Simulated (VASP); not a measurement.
## TaN: single point with LDA

TaN:

```
Ta N
1.0
     2.93800    0.00000    0.00000
    -1.46900    2.54438    0.00000
     0.00000    0.00000    2.88300
Ta N
1 1
Direct
  0.33333 0.66667 0.50000
  0.00000 0.00000 0.00000
```

- Program: VASP 6.6.1
- Task: single point
- Functional: LDA
- Potentials or basis: VASP PAW LDA potentials, release 64 (Ta_sv_GW, N_h)
- Cutoff: 1330 eV
- k mesh: 5 × 5 × 5
- Occupations: gaussian, width 0.15 eV
- Spin: no spin polarisation

```json
{
  "Pressure": "-10.3 GPa",
  "Band gap on the k mesh": "zero (filled and empty bands touch)"
}
```

Stress tensor (GPa, compression positive):
```
 -9.87   0.00   0.00
  0.00  -9.87   0.00
  0.00   0.00 -11.27
```

Levels at points of the mesh, in eV from the Fermi level:
| k point | band 6 | band 7 | band 8 | band 9 | band 10 | band 11 | band 12 | band 13 |
| --- | --- | --- | --- | --- | --- | --- | --- | --- |
| (0.00, 0.00, 0.00) | -4.51 | -4.51 | -4.15 | -2.84 | 2.38 | 3.60 | 3.60 | 3.97 |

It took 21 s on 1 thread of Intel(R) Xeon(R) Platinum 8259CL CPU @ 2.50GHz (Skylake/Cascade Lake), on a shared host, peak memory 0.21 GiB.

Caveat: the k points lie up to 0.49 Å⁻¹ apart; spin-orbit coupling is left out, which moves the levels of the heavy elements.
